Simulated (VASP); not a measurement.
# HfBr2F2 (P4/mbm) in VASP: notebook, part 2 of 2

VASP 6.6.1.

### Step 3. Single point, PBE

This run uses another cell than the first one, of 17.90 Å³/atom.

File INCAR:

```
SYSTEM = HfBr2F2
  ALGO = Normal
  EDIFF = 1E-6
  ENCUT = 520
  GGA = PE
  ISIF = 2
  ISMEAR = 0
  LASPH = .True.
  LCHARG = .False.
  LREAL = .False.
  LWAVE = .False.
  NBANDS = 49
  NELM = 60
  PREC = Accurate
  SIGMA = 0.1
```

File KPOINTS:

```
k-points
0
Gamma
  2 2 4
  0 0 0
```

File POSCAR:

```
HfBr2F2
1.0
    5.9261056919      0.0000000000      0.0000000000
    0.0000000000      5.9261056919      0.0000000000
    0.0000000000      0.0000000000      5.0974374654
Hf Br F
2 4 4
Direct
    0.0000000000      0.0000000000      0.0000000000
    0.5000000000      0.5000000000      0.0000000000
    0.3219136462      0.8219136462      0.5000000000
    0.8219136462      0.6780863538      0.5000000000
    0.1780863538      0.3219136462      0.5000000000
    0.6780863538      0.1780863538      0.5000000000
    0.3143660795      0.1856339205      0.0000000000
    0.8143660795      0.3143660795      0.0000000000
    0.1856339205      0.6856339205      0.0000000000
    0.6856339205      0.8143660795      0.0000000000
```

Potentials or basis: VASP PAW PBE potentials, release 64 (Hf_pv, Br, F).

Run with:

```sh
cat potpaw_PBE.64/Hf_pv/POTCAR potpaw_PBE.64/Br/POTCAR potpaw_PBE.64/F/POTCAR > POTCAR
mpirun -np 1 vasp_std > vasp.out
```

OUTCAR:

```text
SYSTEM = HfBr2F2
   EDIFF = 1E-6
   ENCUT = 520
   GGA = PE
   ISIF = 2
   ISMEAR = 0
   LASPH = .True.
   LREAL = .False.
   NELM = 60
   PREC = Accurate

 ion  position               nearest neighbor table
   1  0.000  0.000  0.000-   7 2.16   8 2.16   9 2.16  10 2.16
   2  0.500  0.500  0.000-   7 2.16   8 2.16   9 2.16  10 2.16
   3  0.322  0.822  0.500-
   4  0.822  0.678  0.500-
   5  0.178  0.322  0.500-
   6  0.678  0.178  0.500-
   7  0.314  0.186  0.000-   1 2.16   2 2.16
   8  0.814  0.314  0.000-   1 2.16   2 2.16
   9  0.186  0.686  0.000-   1 2.16   2 2.16
  10  0.686  0.814  0.000-   1 2.16   2 2.16

  LATTYP: Found a simple tetragonal cell.
 ALAT       =     5.9261056919
 C/A-ratio  =     0.8601664787

  Lattice vectors:

 A1 = (   5.9261056919,   0.0000000000,   0.0000000000)
 A2 = (   0.0000000000,   5.9261056919,   0.0000000000)
 A3 = (   0.0000000000,   0.0000000000,   5.0974374654)

Analysis of symmetry for initial positions (statically):
=====================================================================
 Subroutine PRICEL returns:
 Original cell was already a primitive cell.

 Routine SETGRP: Setting up the symmetry group for a
 simple tetragonal supercell.

 Subroutine GETGRP returns: Found 16 space group operations
 (whereof  8 operations were pure point group operations)
 out of a pool of 16 trial point group operations.

The static configuration has the point symmetry C_4h.
 The point group associated with its full space group is D_4h.

Analysis of symmetry for dynamics (positions and initial velocities):
=====================================================================
 Subroutine PRICEL returns:
 Original cell was already a primitive cell.

 Routine SETGRP: Setting up the symmetry group for a
 simple tetragonal supercell.

 Subroutine GETGRP returns: Found 16 space group operations
 (whereof  8 operations were pure point group operations)
 out of a pool of 16 trial point group operations.
[... 129 lines left out ...]
   AEXX    =    0.0000 exact exchange contribution
   IVDW    =     0    specifies the selected vdW correction
   LEPSILON=     F    determine dielectric tensor
   LRPA    =     F    only Hartree local field effects (RPA)
 non-spin polarized calculation
 Gauss-broadening in eV      SIGMA  =   0.10
  energy-cutoff  :      520.00
  volume of cell :      179.02
 maximum number of plane-waves:      4880
 NGX is ok and might be reduce to    48
   NGX = 23   NGY = 23   NGZ = 19

 number of electron      76.0000021 magnetization

 Free energy of the ion-electron system (eV)
  ---------------------------------------------------
  ext. energy  EPLUGINS =         0.00000000
  ---------------------------------------------------
  free energy    TOTEN  =       -50.46349644 eV

  energy without entropy =      -50.44922136  energy(sigma->0) =      -50.45635890

 E-fermi :   4.3032     XC(G=0): -10.0867

 val. band max:        4.2311534005   @ k =   0.0000   0.0000   0.2500
 cond. band min:       4.5083289092   @ k =   0.0000   0.0000   0.0000
 fundamental gap:      0.2771755087
 Fermi energy:         4.3032032116

 k-point     1 :       0.0000    0.0000    0.0000
  band No.  band energies     occupation
      1     -29.8005      2.00000
      2     -29.8005      2.00000
      3     -29.6637      2.00000
      4     -29.6637      2.00000
      5     -29.5604      2.00000
      6     -29.5557      2.00000
[... 457 lines left out ...]
     48       7.5842      0.00000
     49      10.0692      0.00000

------------------------ aborting loop because EDIFF is reached ----------------------------------------

  FORCE on cell =-STRESS in cart. coord.  units (eV):
  Direction    XX          YY          ZZ          XY          YZ          ZX
  --------------------------------------------------------------------------------------
  -------------------------------------------------------------------------------------
  Total       -1.5510990     -1.5510990     -0.3842621      0.0000000      0.0000000      0.0000000
  in kB      -13.8822353    -13.8822353     -3.4391210      0.0000000      0.0000000      0.0000000
  external PRESSURE =     -10.4011972 kB  Pullay stress =       0.0000000 kB

 VOLUME and BASIS-vectors are now :
 -----------------------------------------------------------------------------
  energy-cutoff  :      520.00
  volume of cell :      179.02
      direct lattice vectors                 reciprocal lattice vectors
     5.926105692  0.000000000  0.000000000     0.168744881  0.000000000  0.000000000
     0.000000000  5.926105692  0.000000000     0.000000000  0.168744881  0.000000000
     0.000000000  0.000000000  5.097437465     0.000000000  0.000000000  0.196177002

 POSITION                                       TOTAL-FORCE (eV/Angst)
 -----------------------------------------------------------------------------------
      0.00000      0.00000      0.00000         0.000000      0.000000      0.000000
      2.96305      2.96305      0.00000         0.000000      0.000000      0.000000
      1.90769      4.87075      2.54872        -0.005411     -0.005411      0.000000
      4.87075      4.01841      2.54872        -0.005411      0.005411      0.000000
      1.05536      1.90769      2.54872         0.005411     -0.005411     -0.000000
      4.01841      1.05536      2.54872         0.005411      0.005411      0.000000
      1.86297      1.10009      0.00000        -0.056997      0.056997      0.000000
      4.82602      1.86297      0.00000        -0.056997     -0.056997      0.000000
      1.10009      4.06314      0.00000         0.056997      0.056997      0.000000
      4.06314      4.82602      0.00000         0.056997     -0.056997     -0.000000
 -----------------------------------------------------------------------------------
    total drift:                                0.000000      0.000000      0.000000

  FREE ENERGIE OF THE ION-ELECTRON SYSTEM (eV)
  ---------------------------------------------------
  free  energy   TOTEN  =       -50.4634964356 eV

  energy  without entropy=      -50.4492213589  energy(sigma->0) =      -50.45635890
```

OSZICAR:

```text
N       E                     dE             d eps       ncg     rms          rms(c)
DAV:   1     0.522670821275E+03    0.52267E+03   -0.39536E+04   882   0.144E+03
DAV:   2    -0.204111819449E+02   -0.54308E+03   -0.52313E+03  1070   0.344E+02
DAV:   3    -0.605197698433E+02   -0.40109E+02   -0.39697E+02  1084   0.861E+01
DAV:   4    -0.610907991124E+02   -0.57103E+00   -0.57009E+00  1043   0.108E+01
DAV:   5    -0.611004956791E+02   -0.96966E-02   -0.96942E-02  1059   0.125E+00    0.389E+01
DAV:   6    -0.506694978696E+02    0.10431E+02   -0.26675E+01  1007   0.247E+01    0.337E+01
DAV:   7    -0.505740427785E+02    0.95455E-01   -0.28215E+00  1062   0.662E+00    0.245E+01
DAV:   8    -0.513451263594E+02   -0.77108E+00   -0.40740E+00  1059   0.534E+00    0.435E+00
DAV:   9    -0.504636543316E+02    0.88147E+00   -0.19780E+00  1043   0.387E+00    0.330E+00
DAV:  10    -0.504634695668E+02    0.18476E-03   -0.72747E-02   995   0.104E+00    0.101E+00
DAV:  11    -0.504635581115E+02   -0.88545E-04   -0.15008E-03  1103   0.168E-01    0.415E-01
DAV:  12    -0.504635153888E+02    0.42723E-04   -0.57252E-04  1007   0.816E-02    0.101E-01
DAV:  13    -0.504635211830E+02   -0.57942E-05   -0.25186E-04  1032   0.486E-02    0.365E-02
DAV:  14    -0.504634961109E+02    0.25072E-04   -0.61076E-05  1032   0.213E-02    0.821E-03
DAV:  15    -0.504634964356E+02   -0.32472E-06   -0.30160E-06   842   0.743E-03
   1 F= -.50463496E+02 E0= -.50456359E+02  d E =-.142751E-01
```

stdout:

```text
POSCAR found type information on POSCAR HfBrF
 POSCAR found :  3 types and      10 ions
 scaLAPACK will be used
 LDA part: xc-table for (Slater+PW92), standard interpolation
 POSCAR, INCAR and KPOINTS ok, starting setup
 FFT: planning ... GRIDC
 FFT: planning ... GRID_SOFT
 FFT: planning ... GRID
 WAVECAR not read
 entering main loop
```

Wall time 52 s (1 thread of Intel Xeon 6975P-C (Granite Rapids), shared host); peak memory 0.31 GiB.

What came out:

```
Free energy            : -50.4635 eV
Pressure               : -1.0 GPa
Largest force          : 0.081 eV/Å
Band gap on the k mesh : zero (bands 38 and 39 overlap by 0.33 eV)
```

Forces on the atoms (eV/Å):
```
Hf   0.000  0.000  0.000
Hf   0.000  0.000  0.000
Br  -0.005 -0.005  0.000
Br  -0.005  0.005  0.000
Br   0.005 -0.005  0.000
Br   0.005  0.005  0.000
F   -0.057  0.057  0.000
F   -0.057 -0.057  0.000
F    0.057  0.057  0.000
F    0.057 -0.057  0.000
```

Levels at points of the mesh, in eV from the Fermi level:
| k point | band 35 | band 36 | band 37 | band 38 | band 39 | band 40 | band 41 | band 42 |
| --- | --- | --- | --- | --- | --- | --- | --- | --- |
| (0.00, 0.00, 0.00) | -2.52 | -0.73 | 0.21 | 0.21 | 0.26 | 0.26 | 0.35 | 0.96 |
| (0.50, 0.00, 0.00) | -1.89 | -1.89 | -0.55 | -0.55 | 0.60 | 0.60 | 1.01 | 1.01 |
| (0.50, 0.50, 0.00) | -2.48 | -2.48 | -0.97 | -0.97 | -0.07 | -0.07 | 0.78 | 0.78 |
| (0.00, 0.00, 0.50) | -2.15 | -0.55 | -0.30 | -0.12 | -0.12 | 0.37 | 0.82 | 0.82 |
| (0.50, 0.00, 0.50) | -1.99 | -1.99 | -0.50 | -0.50 | 0.47 | 0.47 | 1.07 | 1.07 |
| (0.50, 0.50, 0.50) | -3.31 | -3.31 | -0.74 | -0.74 | 0.56 | 0.56 | 1.12 | 1.12 |

Caveat: the k points lie up to 0.53 Å⁻¹ apart; spin-orbit coupling is left out, which moves the levels of the heavy elements.

### Step 4. Single point, PBE

This run uses another cell than the first one, of 17.98 Å³/atom.

File INCAR:

```
SYSTEM = HfBr2F2
ALGO     = Normal         ! electronic algorithm
EDIFF    = 1E-6           ! SCF threshold, eV
ENCUT    = 520            ! plane-wave cutoff, eV
GGA      = PE             ! functional
ISIF     = 2              ! what is computed and relaxed
ISMEAR   = 0              ! smearing method
LASPH    = .True.         ! aspherical terms in the spheres
LCHARG   = .False.        ! write CHGCAR
LREAL    = .False.        ! projectors in reciprocal space
LWAVE    = .False.        ! write WAVECAR
NBANDS   = 49             ! bands
NELM     = 60             ! most SCF steps
PREC     = Accurate       ! precision mode
SIGMA    = 0.1            ! smearing width, eV
```

File KPOINTS:

```
k-points
0
Gamma
  4 4 4
  0 0 0
```

File POSCAR:

```
HfBr2F2
1.0
    5.9391961780      0.0000000000      0.0000000000
    0.0000000000      5.9391961780      0.0000000000
    0.0000000000      0.0000000000      5.0983237635
Hf Br F
2 4 4
Direct
    0.0000000000      0.0000000000      0.0000000000
    0.5000000000      0.5000000000      0.0000000000
    0.3193238705      0.8193238705      0.5000000000
    0.8193238705      0.6806761295      0.5000000000
    0.1806761295      0.3193238705      0.5000000000
    0.6806761295      0.1806761295      0.5000000000
    0.3142640364      0.1857359636      0.0000000000
    0.8142640364      0.3142640364      0.0000000000
    0.1857359636      0.6857359636      0.0000000000
    0.6857359636      0.8142640364      0.0000000000
```

Run with:

```sh
cat potpaw_PBE.64/Hf_pv/POTCAR potpaw_PBE.64/Br/POTCAR potpaw_PBE.64/F/POTCAR > POTCAR
mpirun -np 1 vasp_std > vasp.out
```

Wall time 1.8 min (1 thread of Intel Xeon 6975P-C (Granite Rapids), shared host); peak memory 0.36 GiB.

The run converged. Its results:

* Free energy: -50.3247 eV
* Pressure: -1.0 GPa
* Largest force: 0.065 eV/Å
* Band gap on the k mesh: zero (bands 38 and 39 overlap by 0.31 eV)

Forces on the atoms (eV/Å):
```
Hf   0.000  0.000  0.000
Hf   0.000  0.000  0.000
Br   0.009  0.009  0.000
Br   0.009 -0.009  0.000
Br  -0.009  0.009  0.000
Br  -0.009 -0.009  0.000
F   -0.046  0.046  0.000
F   -0.046 -0.046  0.000
F    0.046  0.046  0.000
F    0.046 -0.046  0.000
```

Stress tensor (GPa, compression positive):
```
-1.41  0.00  0.00
 0.00 -1.41  0.00
 0.00  0.00 -0.25
```

Levels at points of the mesh, in eV from the Fermi level:
```
           k point  band 34  band 35  band 36  band 37  band 38  band 39  band 40  band 41  band 42  band 43
(0.00, 0.00, 0.00)    -2.40    -2.31    -0.69     0.17     0.17     0.28     0.28     0.37     0.94     1.23
(0.50, 0.00, 0.00)    -2.47    -1.85    -1.85    -0.46    -0.46     0.57     0.57     0.98     0.98     1.08
(0.50, 0.50, 0.00)    -2.72    -2.42    -2.42    -0.99    -0.99    -0.11    -0.11     0.74     0.74     1.48
(0.00, 0.00, 0.50)    -2.06    -1.91    -0.57    -0.22    -0.12    -0.12     0.31     0.80     0.80     0.95
(0.50, 0.00, 0.50)    -2.39    -1.95    -1.95    -0.42    -0.42     0.46     0.46     1.04     1.04     1.09
(0.50, 0.50, 0.50)    -3.29    -3.23    -3.23    -0.76    -0.76     0.54     0.54     1.08     1.08     1.13
```

Caveat: spin-orbit coupling is left out, which moves the levels of the heavy elements.

### Step 5. Overview

| cell | k mesh | gap on the mesh (eV) | pressure (GPa) | largest force (eV/Å) |
| --- | --- | --- | --- | --- |
| a = 7.753, b = 7.753, c = 4.083 Å, 10 atoms, atomic positions A | 2 × 2 × 4 | none | -14.9 | 0.98 |
| a = 5.926, b = 5.926, c = 5.097 Å, 10 atoms, atomic positions B | 2 × 2 × 4 | none | -1.0 | 0.08 |
| a = 5.939, b = 5.939, c = 5.098 Å, 10 atoms, atomic positions C | 4 × 4 × 4 | none | -1.0 | 0.07 |

Alike in all rows: task single point; level PBE; potentials or basis VASP PAW PBE potentials, release 64 (Hf_pv, Br, F); no spin polarisation; cutoff (eV) 520; smearing gaussian 0.1 eV.

Caveats: some runs use coarse meshes; spin-orbit coupling is left out, which moves the levels of the heavy elements.

Absolute energies hang on the potentials; compare differences alone.
